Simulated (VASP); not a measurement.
# Si (Fd-3m) in VASP: notebook, part 2 of 2

VASP 6.6.1. Earlier steps stand in the parts before.

## (6) Single point, HSE06

POSCAR reads:

```
Si
1.0
    0.0000000000      2.7354874691      2.7354874691
    2.7354874691      0.0000000000      2.7354874691
    2.7354874691      2.7354874691      0.0000000000
Si
2
Direct
    0.5000000000      0.5000000000      0.5000000000
    0.7500000000      0.7500000000      0.7500000000
```

INCAR.step1 reads:

```
PREC = Accurate ; ENCUT = 520
EDIFF = 1E-5 ; ISMEAR = -1
SIGMA = 0.1 ; LREAL = F
LASPH = T ; NELM = 60
ALGO = Normal ; ISIF = 2
LWAVE = T ; LCHARG = F
GGA = PE ; NBANDS = 11
```

INCAR.step2 reads:

```
PREC = Accurate ; ENCUT = 520
EDIFF = 1E-7 ; ISMEAR = -1
SIGMA = 0.1 ; LREAL = F
LASPH = T ; NELM = 60
ALGO = Normal ; ISIF = 2
LWAVE = F ; LCHARG = F
GGA = PE ; LHFCALC = T
HFSCREEN = 0.2079 ; PRECFOCK = Normal
ISTART = 1 ; NBANDS = 11
```

KPOINTS reads:

```
Automatic mesh
0
Gamma
  5 5 5
```

Potentials or basis: VASP PAW PBE potentials, release 64 (Si).

The run is started by

```bash
cat potpaw_PBE.64/Si/POTCAR > POTCAR
cp INCAR.step1 INCAR
mpirun -np 1 vasp_std > vasp.out
cp INCAR.step2 INCAR
mpirun -np 1 vasp_std > vasp.out
```

OUTCAR:

```text
PREC = Accurate
   ENCUT = 520
   EDIFF = 1E-7
   ISMEAR = -1
   LREAL = F
   LASPH = T
   NELM = 60
   ISIF = 2
   GGA = PE
   LHFCALC = T
   HFSCREEN = 0.2079
   PRECFOCK = Normal
   ISTART = 1

 ion  position               nearest neighbor table
   1  0.500  0.500  0.500-   2 2.37   2 2.37   2 2.37   2 2.37
   2  0.750  0.750  0.750-   1 2.37   1 2.37   1 2.37   1 2.37

  LATTYP: Found a face centered cubic cell.
[... 322 lines left out ...]
     11      19.8114      0.00000

------------------------ aborting loop because EDIFF is reached ----------------------------------------

  FORCE on cell =-STRESS in cart. coord.  units (eV):
  Direction    XX          YY          ZZ          XY          YZ          ZX
  --------------------------------------------------------------------------------------
  -------------------------------------------------------------------------------------
  Total       -0.4554473     -0.4554473     -0.4554473      0.0000000     -0.0000000      0.0000000
  in kB      -17.8243823    -17.8243823    -17.8243823      0.0000000     -0.0000000      0.0000000
  external PRESSURE =     -17.8243823 kB  Pullay stress =       0.0000000 kB

 VOLUME and BASIS-vectors are now :
 -----------------------------------------------------------------------------
  energy-cutoff  :      520.00
  volume of cell :       40.94
      direct lattice vectors                 reciprocal lattice vectors
     0.000000000  2.735487469  2.735487469    -0.182782778  0.182782778  0.182782778
     2.735487469  0.000000000  2.735487469     0.182782778 -0.182782778  0.182782778
     2.735487469  2.735487469  0.000000000     0.182782778  0.182782778 -0.182782778

 POSITION                                       TOTAL-FORCE (eV/Angst)
 -----------------------------------------------------------------------------------
      2.73549      2.73549      2.73549         0.000000      0.000000      0.000000
      4.10323      4.10323      4.10323        -0.000000     -0.000000     -0.000000
 -----------------------------------------------------------------------------------
    total drift:                                0.000000      0.000000      0.000000

  FREE ENERGIE OF THE ION-ELECTRON SYSTEM (eV)
  ---------------------------------------------------
  free  energy   TOTEN  =       -12.4929450756 eV

  energy  without entropy=      -12.4927032893  energy(sigma->0) =      -12.49282418
```

OUTCAR.step1:

```text
PREC = Accurate
   ENCUT = 520
   EDIFF = 1E-5
   ISMEAR = -1
   LREAL = F
[... 347 lines left out ...]
      2.73549      2.73549      2.73549         0.000000      0.000000      0.000000
      4.10323      4.10323      4.10323        -0.000000     -0.000000     -0.000000
 -----------------------------------------------------------------------------------
    total drift:                                0.000000     -0.000000     -0.000000

  FREE ENERGIE OF THE ION-ELECTRON SYSTEM (eV)
  ---------------------------------------------------
  free  energy   TOTEN  =       -10.7872242995 eV

  energy  without entropy=      -10.7846357318  energy(sigma->0) =      -10.78593002
```

OSZICAR.step1:

```text
N       E                     dE             d eps       ncg     rms          rms(c)
DAV:   1     0.829926298843E+01    0.82993E+01   -0.35012E+03   220   0.597E+02
DAV:   2    -0.104556117395E+02   -0.18755E+02   -0.18142E+02   279   0.886E+01
DAV:   3    -0.109589949465E+02   -0.50338E+00   -0.50181E+00   279   0.126E+01
DAV:   4    -0.109630026091E+02   -0.40077E-02   -0.40067E-02   260   0.144E+00
DAV:   5    -0.109630421496E+02   -0.39541E-04   -0.39540E-04   279   0.132E-01    0.478E+00
DAV:   6    -0.108416012588E+02    0.12144E+00   -0.67503E-02   244   0.107E+00    0.291E+00
DAV:   7    -0.107855312508E+02    0.56070E-01   -0.13277E-01   238   0.162E+00    0.172E-01
DAV:   8    -0.107869672621E+02   -0.14360E-02   -0.60249E-03   244   0.418E-01    0.781E-02
DAV:   9    -0.107871966679E+02   -0.22941E-03   -0.22460E-04   255   0.911E-02    0.602E-02
DAV:  10    -0.107872239829E+02   -0.27315E-04   -0.26052E-05   260   0.289E-02    0.670E-03
DAV:  11    -0.107872242995E+02   -0.31657E-06   -0.18227E-06   151   0.704E-03
   1 F= -.10787224E+02 E0= -.10785930E+02  d E =-.258857E-02
```

Wall time 6 min (1 thread of Intel Xeon Platinum 8175M at 2.50GHz (Skylake/Cascade Lake), shared host); peak memory 0.26 GiB.

Results:

```
Free energy            : -12.4929 eV
Pressure               : -1.8 GPa
Band gap on the k mesh : 1.20 eV, indirect (least direct gap 3.32 eV)
```

Caveat: the PAW data sets were made with another functional, which shifts forces and pressure a little. A k mesh can miss the band edges.

## (7) The runs side by side

```tsv
level	cell	k mesh	cutoff (eV)	smearing	grid for exact exchange (PRECFOCK)	screening parameter	gap on the mesh (eV)	pressure (GPa)
PBE	a = 3.869 Å, angles 60.0°, 2 atoms	14 × 14 × 14	520	fermi-dirac 0.05 eV	-	-	0.61	-0.1
PBE	a = 3.868 Å, angles 60.0°, 2 atoms	6 × 6 × 6	500	fermi-dirac 0.05 eV	-	-	0.75	0.0
PBE	a = 3.868 Å, angles 60.0°, 2 atoms	9 × 9 × 9	500	fermi-dirac 0.05 eV	-	-	0.63	-0.1
PBE	a = 3.869 Å, angles 60.0°, 2 atoms	5 × 5 × 5	520	fermi-dirac 0.1 eV	-	-	0.61	0.1
HSE06	a = 3.869 Å, angles 60.0°, 2 atoms	5 × 5 × 5	520	fermi-dirac 0.1 eV	Normal	0.2079 1/Å	1.20	-1.8
```

Alike in all rows: task single point; potentials or basis VASP PAW PBE potentials, release 64 (Si); no spin polarisation.

On the cell as given the gap runs from 0.61 eV (PBE) to 1.20 eV (HSE06); the meshes differ, which moves gaps too. The pressure there spans -1.8 GPa (HSE06) to 0.1 GPa (PBE); a positive pressure means that this level wants a larger cell, a negative one a smaller.

Caveats: the PAW data sets were made with another functional, which shifts forces and pressure a little (some runs).

Total energies depend on the potentials used, so only differences within one code and one set of settings carry meaning.
